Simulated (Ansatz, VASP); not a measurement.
One calculation of MgI2, two programs

File INCAR:

```
PREC = Accurate ; ENCUT = 520
EDIFF = 1E-6 ; ISMEAR = 0
SIGMA = 0.05 ; LREAL = F
LASPH = T ; NELM = 60
ALGO = Normal ; ISIF = 2
LWAVE = F ; LCHARG = F
GGA = PE ; NBANDS = 15
```

File KPOINTS:

```
Automatic mesh
0
Gamma
  6 6 4
```

File POSCAR:

```
MgI2
1.0
    4.2783111250      0.0000000000      0.0000000000
   -2.1391555625      3.7051261196      0.0000000000
    0.0000000000      0.0000000000      6.8620000000
Mg I
1 2
Direct
    0.0000000000      0.0000000000      0.0000000000
    0.3333333333      0.6666666667      0.7576300000
    0.6666666667      0.3333333333      0.2423700000
```

Input for Ansatz:

```yaml
crystal:
  lattice:
    - [4.278311125, 0.0, 0.0]
    - [-2.1391555625, 3.7051261196, 0.0]
    - [0.0, 0.0, 6.862]
  atoms:
    - { symbol: Mg, position: [0.0, 0.0, 0.0] }
    - { symbol: I, position: [0.3333333333, 0.6666666667, 0.75763] }
    - { symbol: I, position: [0.6666666667, 0.3333333333, 0.24237] }
basis:
  ecutwfc: 420
kpoints:
  mp_grid: { grid: [6, 6, 4] }
hamiltonian:
  xc: pbe
scf:
  occupations: { method: gaussian, width: 0.05 }
output:
  forces: true
  stress: true
  eigenvalues: true
```

Change from the starting cell: strain +0.030 along x and y, +0.000 along z, atoms carried along.

Alike in both runs: task single point; functional PBE; k mesh 6 × 6 × 4; occupations gaussian, width 0.05 eV; no spin polarisation.

|  | VASP | Ansatz |
| --- | --- | --- |
| version | VASP 6.6.1 | Ansatz 0.2.0 |
| potentials or method | VASP PAW PBE potentials, release 64 (Mg, I), cutoff 520 eV | scalar-relativistic, plane waves, PAW |
| valence electrons in the cell | 16 | 44 |

```csv
,VASP,Ansatz,Ansatz less VASP
gap on the k mesh at the Fermi level (eV),3.27,3.29,+0.018
least direct gap on the mesh (eV),3.27,3.29,+0.018
pressure (GPa),-0.5,-0.5,+0.05
"traceless stress, the component that is largest in VASP (GPa)",0.73,0.73,-0.006
rms of the force components (eV/Å),0.078,0.073,-0.0045
```

Atom by atom the forces differ by 0.005 eV/Å (rms over components). VASP's potentials hold 16 valence electrons a cell and Ansatz's 44, so a difference there can come from the potentials and not from the codes.

Neither program's run includes spin-orbit coupling.
